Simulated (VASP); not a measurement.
# Zn (C2/m) in VASP: notebook

Zn is run at these levels: PBEsol, r2SCAN; tasks: single point.

Program: VASP 6.6.1. These are calculated values, not measurements. Logs are shortened: lines on timing, memory, paths and dates and some standing lists are left out, and cuts for length are marked.

### Step 1. The cell of the first run

Symmetry: C2/m, No. 12, monoclinic system. Conventional cell: a = 4.536 Å, b = 2.617 Å, c = 7.472 Å, α = 90.00°, β = 102.30°, γ = 90.00°. Zn (site symmetry m) has 12 Zn at 2.62 to 2.89 Å within 3.5 Å. Within 3.5 Å of Zn (site symmetry 2/m) lie 12 Zn at 2.62 to 2.89 Å.

### Step 2. Single point, PBEsol

Contents of INCAR:

```
SYSTEM = Zn
ALGO = Normal
EDIFF = 1E-6
ENCUT = 520
GGA = PS
ISIF = 2
ISMEAR = -1
LASPH = .TRUE.
LCHARG = .TRUE.
LELF = .TRUE.
LREAL = .FALSE.
LVHAR = .TRUE.
LWAVE = .FALSE.
NBANDS = 25
NELM = 100
PREC = Accurate
SIGMA = 0.05
```

Contents of KPOINTS:

```
k-points
0
G
  7 7 2
  0 0 0
```

Contents of POSCAR:

```
Zn
1.0
    2.2681701736     -1.3084870100      0.0000000000
    2.2681701736      1.3084870100      0.0000000000
   -1.5917165425      0.0000000000      7.3004081919
Zn
3
Direct
    0.7780178600      0.7780178600      0.3345049800
    0.2219821400      0.2219821400      0.6654950200
    0.0000000000      0.0000000000      0.0000000000
```

Potentials or basis: VASP PAW PBE potentials, release 64 (Zn).

The run is started by

```sh
> cat potpaw_PBE.64/Zn/POTCAR > POTCAR
> mpirun -np 1 vasp_std > vasp.out
```

OUTCAR:

```text
SYSTEM = Zn
   EDIFF = 1E-6
   ENCUT = 520
   GGA = PS
   ISIF = 2
   ISMEAR = -1
   LASPH = .TRUE.
   LREAL = .FALSE.
   NELM = 100
   PREC = Accurate

 ion  position               nearest neighbor table
   1  0.778  0.778  0.335-   2 2.84   2 2.86   2 2.86   3 2.86   3 2.86   3 2.89
   2  0.222  0.222  0.665-   1 2.84   1 2.86   1 2.86   3 2.86   3 2.86   3 2.89
   3  0.000  0.000  0.000-   1 2.86   1 2.86   2 2.86   2 2.86   1 2.89   2 2.89

  LATTYP: Found a base centered monoclinic cell.
 ALAT       =     4.5363403472
 B/A-ratio  =     0.5768910222
 C/A-ratio  =     1.6471240986
 COS(beta)  =    -0.2130265715

  Lattice vectors:

 A1 = (   2.2681701736,  -1.3084870100,   0.0000000000)
 A2 = (   2.2681701736,   1.3084870100,   0.0000000000)
 A3 = (  -1.5917165425,   0.0000000000,   7.3004081919)

Analysis of symmetry for initial positions (statically):
=====================================================================
 Subroutine PRICEL returns:
 Original cell was already a primitive cell.

 Routine SETGRP: Setting up the symmetry group for a
 base centered monoclinic supercell.

 Subroutine GETGRP returns: Found  4 space group operations
 (whereof  4 operations were pure point group operations)
 out of a pool of  4 trial point group operations.

The static configuration has the point symmetry C_2h.

Analysis of symmetry for dynamics (positions and initial velocities):
=====================================================================
 Subroutine PRICEL returns:
 Original cell was already a primitive cell.

 Routine SETGRP: Setting up the symmetry group for a
 base centered monoclinic supercell.

 Subroutine GETGRP returns: Found  4 space group operations
 (whereof  4 operations were pure point group operations)
 out of a pool of  4 trial point group operations.

The dynamic configuration has the point symmetry C_2h.

 Subroutine INISYM returns: Found  4 space group operations
 (whereof  4 operations are pure point group operations),
 and found     1 'primitive' translations

----------------------------------------------------------------------------------------

                                     Primitive cell

  volume of cell :      43.3333

  direct lattice vectors                    reciprocal lattice vectors
     2.268170174 -1.308487010  0.000000000     0.220442013 -0.382120721  0.048063230
     2.268170174  1.308487010  0.000000000     0.220442013  0.382120721  0.048063230
    -1.591716542  0.000000000  7.300408192     0.000000000  0.000000000  0.136978642

  length of vectors
     2.618536651  2.618536651  7.471915505     0.443757818  0.443757818  0.136978642

  position of ions in fractional coordinates (direct lattice)
     0.778017860  0.778017860  0.334504980
     0.221982140  0.221982140  0.665495020
     0.000000000  0.000000000  0.000000000

  ion indices of the primitive-cell ions
   primitive index   ion index
                 1           1
                 2           2
                 3           3

----------------------------------------------------------------------------------------

 KPOINTS: k-points

Automatic generation of k-mesh.
 Grid dimensions read from file:
 generate k-points for:    7    7    2

 Generating k-lattice:

  Cartesian coordinates                     Fractional coordinates (reciprocal lattice)
     0.031491716 -0.054588674  0.006866176     0.142857143 -0.000000000  0.000000000
     0.031491716  0.054588674  0.006866176    -0.000000000  0.142857143  0.000000000
     0.000000000  0.000000000  0.068489321     0.000000000  0.000000000  0.500000000

  Length of vectors
     0.063393974  0.063393974  0.068489321

  Shift w.r.t. Gamma in fractional coordinates (k-lattice)
     0.000000000  0.000000000  0.000000000

 Subroutine IBZKPT returns following result:
 ===========================================

 Found     32 irreducible k-points:

 Following reciprocal coordinates:
            Coordinates               Weight
  0.000000  0.000000  0.000000      1.000000
  0.142857  0.000000  0.000000      4.000000
  0.285714  0.000000  0.000000      4.000000
  0.428571  0.000000  0.000000      4.000000
  0.142857  0.142857  0.000000      2.000000
  0.285714  0.142857  0.000000      4.000000
[... 16 lines left out ...]
  0.428571  0.142857  0.500000      4.000000
 -0.428571  0.142857  0.500000      4.000000
 [... further k-points ...]
   k-points           NKPTS =     32   k-points in BZ     NKDIM =     32   number of bands    NBANDS=     25
   number of dos      NEDOS =    301   number of ions     NIONS =      3
   total plane-waves  NPLWV =  22400
   dimension x,y,z NGX =    20 NGY =   20 NGZ =   56
   dimension x,y,z NGXF=    40 NGYF=   40 NGZF=  112
   ions per type =               3
   NGX,Y,Z   is equivalent  to a cutoff of  12.70, 12.70, 12.46 a.u.
   NGXF,Y,Z  is equivalent  to a cutoff of  25.40, 25.40, 24.92 a.u.
 SYSTEM =  Zn
   PREC   = accura    normal or accurate (medium, high low for compatibility)
   ISTART =      0    job   : 0-new  1-cont  2-samecut
   ICHARG =      2    charge: 1-file 2-atom 10-const
   ISPIN  =      1    spin polarized calculation?
   LNONCOLLINEAR =      F non collinear calculations
   LSORBIT =      F    spin-orbit coupling
   LASPH  =      T    aspherical Exc in radial PAW
   ENCUT  =  520.0 eV  38.22 Ry    6.18 a.u.   4.87  4.87 13.89*2*pi/ulx,y,z
   NELM   =    100;   NELMIN=  2; NELMDL= -5     # of ELM steps
   EDIFF  = 0.1E-05   stopping-criterion for ELM
   LREAL  =      F    real-space projection
   EDIFFG = 0.1E-04   stopping-criterion for IOM
   NSW    =      0    number of steps for IOM
   IBRION =     -1    ionic relax: 0-MD 1-quasi-New 2-CG
   NFREE  =      0    steps in history (QN), initial steepest desc. (CG)
   ISIF   =      2    stress and relaxation
   ISYM   =      2    0-nonsym 1-usesym 2-fastsym
   POTIM  = 0.5000    time-step for ionic-motion
   TEBEG  =    0.0;   TEEND  =   0.0 temperature during run
   PSTRESS=    0.0 pullay stress
   NELECT =      36.0000    total number of electrons
   NUPDOWN=      -1.0000    fix difference up-down
   EMIN   =  10.00;   EMAX   =-10.00  energy-range for DOS
   EFERMI =   0.00;   METHOD = LEGACY
   ISMEAR =    -1;   SIGMA  =   0.05  broadening in eV -4-tet -1-fermi 0-gaus
   EFERMI_NEDOS =   21; number of points for ismear=-14 and -15
   IALGO  =     38    algorithm
   IMIX   =      4    mixing-type and parameters
     AMIX     =   0.40;   BMIX     =  1.00
     AMIX_MAG =   1.60;   BMIX_MAG =  1.00
  volume/ion in A,a.u.               =      14.44        97.48
  Fermi-wavevector in a.u.,A,eV,Ry     =   1.538987  2.908264 32.225138  2.368481
  Thomas-Fermi vector in A             =   2.645278
   LORBIT       =      0    0 simple, 1 ext, 2 COOP (PROOUT), +10 PAW based schemes
   GGA     = PS    functional components
   LHFCALC =     F    Hartree Fock is set to
   AEXX    =    0.0000 exact exchange contribution
   IVDW    =     0    specifies the selected vdW correction
   LEPSILON=     F    determine dielectric tensor
   LRPA    =     F    only Hartree local field effects (RPA)
 non-spin polarized calculation
  energy-cutoff  :      520.00
  volume of cell :       43.33
 maximum number of plane-waves:      1184
   NGX =  9   NGY =  9   NGZ = 27

 number of electron      36.0000002 magnetization

 Free energy of the ion-electron system (eV)
  ---------------------------------------------------
  ext. energy  EPLUGINS =         0.00000000
  ---------------------------------------------------
  free energy    TOTEN  =        -4.85135828 eV

  energy without entropy =       -4.84292664  energy(sigma->0) =       -4.84714246

 E-fermi :   3.2647     XC(G=0): -11.9747

 val. band max:        3.2617839835   @ k =  -0.2857   0.1429   0.5000
 cond. band min:       3.3489640424   @ k =  -0.4286   0.4286   0.0000
 fundamental gap:      0.0871800588
 Fermi energy:         3.2646979817

 k-point     1 :       0.0000    0.0000    0.0000
  band No.  band energies     occupation
      1      -7.5240      2.00000
      2      -5.7049      2.00000
      3      -5.6994      2.00000
      4      -4.7380      2.00000
      5      -4.4900      2.00000
      6      -4.4883      2.00000
[... 17 lines left out ...]
     24      21.9766      0.00000
     25      22.1664      0.00000

 k-point     2 :       0.1429    0.0000    0.0000
  band No.  band energies     occupation
      1      -6.8998      2.00000
      2      -5.3811      2.00000
      3      -5.3112      2.00000
      4      -4.6807      2.00000
      5      -4.5778      2.00000
      6      -4.5484      2.00000
[... 17 lines left out ...]
     24      18.7636      0.00000
     25      19.5054      0.00000

 k-point     3 :       0.2857    0.0000    0.0000
  band No.  band energies     occupation
      1      -5.4923      2.00000
      2      -5.1190      2.00000
      3      -5.0501      2.00000
      4      -4.8484      2.00000
      5      -4.7682      2.00000
      6      -4.5758      2.00000
[... 17 lines left out ...]
     24      16.1049      0.00000
     25      16.5924      0.00000

 k-point     4 :       0.4286    0.0000    0.0000
  band No.  band energies     occupation
      1      -5.2978      2.00000
      2      -5.2521      2.00000
      3      -5.2162      2.00000
      4      -4.9880      2.00000
      5      -4.9485      2.00000
      6      -4.6031      2.00000
[... 17 lines left out ...]
     24      12.6511      0.00000
     25      14.7427      0.00000
[... 477 lines left out ...]
 k-point    22 :       0.2857    0.1429    0.5000
  band No.  band energies     occupation
      1      -5.5599      2.00000
      2      -5.1409      2.00000
      3      -4.9368      2.00000
      4      -4.7627      2.00000
      5      -4.7135      2.00000
      6      -4.6538      2.00000
[... 17 lines left out ...]
     24      14.8992      0.00000
     25      15.0585      0.00000

 k-point    23 :       0.4286    0.1429    0.5000
  band No.  band energies     occupation
      1      -5.0613      2.00000
      2      -5.0366      2.00000
      3      -4.9695      2.00000
      4      -4.8743      2.00000
      5      -4.7583      2.00000
      6      -4.6760      2.00000
[... 17 lines left out ...]
     24      12.5707      0.00000
     25      13.2655      0.00000

 k-point    24 :      -0.4286    0.1429    0.5000
  band No.  band energies     occupation
      1      -5.1429      2.00000
      2      -5.1365      2.00000
      3      -5.0436      2.00000
      4      -4.9544      2.00000
      5      -4.7741      2.00000
      6      -4.6780      2.00000
[... 17 lines left out ...]
     24      10.5913      0.00000
     25      12.4292      0.00000

 [... further k-points ...]
[... 5 lines left out ...]
  --------------------------------------------------------------------------------------
  -------------------------------------------------------------------------------------
  Total       -0.2016104     -0.8364942     -0.2009787      0.0000000      0.0000000      0.4775811
  in kB       -7.4542032    -30.9279641     -7.4308481      0.0000000      0.0000000     17.6577567
  external PRESSURE =     -15.2710051 kB  Pullay stress =       0.0000000 kB

 VOLUME and BASIS-vectors are now :
 -----------------------------------------------------------------------------
  energy-cutoff  :      520.00
  volume of cell :       43.33
      direct lattice vectors                 reciprocal lattice vectors
     2.268170174 -1.308487010  0.000000000     0.220442013 -0.382120721  0.048063230
     2.268170174  1.308487010  0.000000000     0.220442013  0.382120721  0.048063230
    -1.591716542  0.000000000  7.300408192     0.000000000  0.000000000  0.136978642

 POSITION                                       TOTAL-FORCE (eV/Angst)
 -----------------------------------------------------------------------------------
      2.99692      0.00000      2.44202        -0.002875      0.000000     -0.005851
     -0.05229      0.00000      4.85839         0.002875      0.000000      0.005851
      0.00000      0.00000      0.00000         0.000000      0.000000      0.000000
 -----------------------------------------------------------------------------------
    total drift:                                0.000000     -0.000000      0.000000

  FREE ENERGIE OF THE ION-ELECTRON SYSTEM (eV)
  ---------------------------------------------------
  free  energy   TOTEN  =        -4.8513582833 eV

  energy  without entropy=       -4.8429266449  energy(sigma->0) =       -4.84714246
```

It took 17 s on 1 thread of Intel Xeon Platinum 8488C (Sapphire Rapids), shared host; peak memory 0.16 GiB.

What came out:

```
Free energy            : -4.8514 eV
Pressure               : -1.5 GPa
Largest force          : 0.007 eV/Å
Band gap on the k mesh : zero (band 18 reaches 4.84 eV, above the bottom of band 19 at 0.30 eV)
```

Forces on the atoms (eV/Å):
```
Zn  -0.003  0.000 -0.006
Zn   0.003  0.000  0.006
Zn   0.000  0.000  0.000
```

Caveat: the k points lie up to 0.43 Å⁻¹ apart; the PAW data sets were made with another functional, which shifts forces and pressure a little.

[end of part 1 of 3]
